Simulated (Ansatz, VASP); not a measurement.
## One calculation of C, two programs

```
CELL_PARAMETERS angstrom
0.00000 1.42317 -3.36139
-2.46500 0.00000 0.00000
2.25958 9.56731 1.84385
ATOMIC_POSITIONS crystal
C 0.19056 0.41943 0.89392
C 0.73792 0.66301 0.06874
C 0.85108 0.35211 0.27503
C 0.96424 0.04122 0.48133
C 0.07740 0.73032 0.68763
C 0.77524 0.22610 0.13756
C 0.88840 0.91520 0.34386
C 0.00157 0.60431 0.55015
C 0.11473 0.29341 0.75645
C 0.22789 0.98252 0.96275
```

Alike in both runs: task single point; functional PBE; dispersion D3(BJ); k mesh 7 × 11 × 3; occupations gaussian, width 0.05 eV; no spin polarisation.

```csv
,VASP,Ansatz
version,VASP 6.6.1,Ansatz 0.2.0
potentials or method,"VASP PAW PBE potentials, release 64 (C), cutoff 520 eV","scalar-relativistic, plane waves, PAW"
valence electrons in the cell,40,40
```

|  | VASP | Ansatz | Ansatz less VASP |
| --- | --- | --- | --- |
| gap on the k mesh at the Fermi level (eV) | none | none | - |
| pressure (GPa) | 3.5 | 3.1 | -0.44 |
| traceless stress, the component that is largest in VASP (GPa) | 4.85 | 4.66 | -0.192 |
| rms of the force components (eV/Å) | 0.606 | 0.609 | +0.0026 |

Atom by atom the forces differ by 0.010 eV/Å (rms over components). A gap of «none» marks a metal or a gap that the smearing closes.
